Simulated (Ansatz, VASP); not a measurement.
**One calculation of Al, two programs**

File INCAR:

```
SYSTEM = Al
PREC = Accurate
ENCUT = 520
EDIFF = 1E-6
ISMEAR = 0
SIGMA = 0.15
LREAL = .False.
LASPH = .True.
NELM = 100
ALGO = Fast
ISIF = 2
LWAVE = .False.
LCHARG = .True.
GGA = PS
IVDW = 12
LELF = .True.
LVHAR = .True.
NBANDS = 8
```

KPOINTS

```
Automatic mesh
0
Gamma
  26 26 26
  0 0 0
```

POSCAR

```
Al
1.0
    0.0099063881      1.9812776140      1.9812776140
    1.9812776140      0.0099063881      1.9812776140
    1.9911840021      1.9911840021      0.0000000000
Al
1
Direct
    0.0000000000      0.0000000000      0.0000000000
```

Input for Ansatz:

```yaml
crystal:
  lattice:
    - [0.0099063881, 1.981277614, 1.981277614]
    - [1.981277614, 0.0099063881, 1.981277614]
    - [1.9911840021, 1.9911840021, 0.0]
  atoms:
    - { symbol: Al, position: [0.0, 0.0, 0.0] }
basis:
  ecutwfc: 420
kpoints:
  mp_grid: { grid: [26, 26, 26] }
hamiltonian:
  xc: pbesol
  dispersion: d3bj
scf:
  occupations: { method: gaussian, width: 0.15 }
output:
  forces: true
  stress: true
  eigenvalues: true
  write_density: true
  write_potential: true
  elf: true
  volumetric_format: npy
```

Change from the starting cell: strain +0.0100 x Voigt [0, 0, 0, 0, 0, 1], atoms carried along.

Alike in both runs: task single point; functional PBEsol; dispersion D3(BJ); k mesh 26 × 26 × 26; occupations gaussian, width 0.15 eV; no spin polarisation.

```csv
,VASP,Ansatz
version,VASP 6.6.1,Ansatz 0.2.0
potentials or method,"VASP PAW PBE potentials, release 64 (Al), cutoff 520 eV","scalar-relativistic, plane waves, PAW"
valence electrons in the cell,3,3
```

```tsv
	VASP	Ansatz	Ansatz less VASP
gap on the k mesh at the Fermi level (eV)	none	none	-
pressure (GPa)	0.1	0.0	-0.08
traceless stress, the component that is largest in VASP (GPa)	-0.55	-0.55	+0.005
```

VASP's potentials were made for PBE, not for PBEsol. A gap of «none» marks a metal or a gap that the smearing closes.
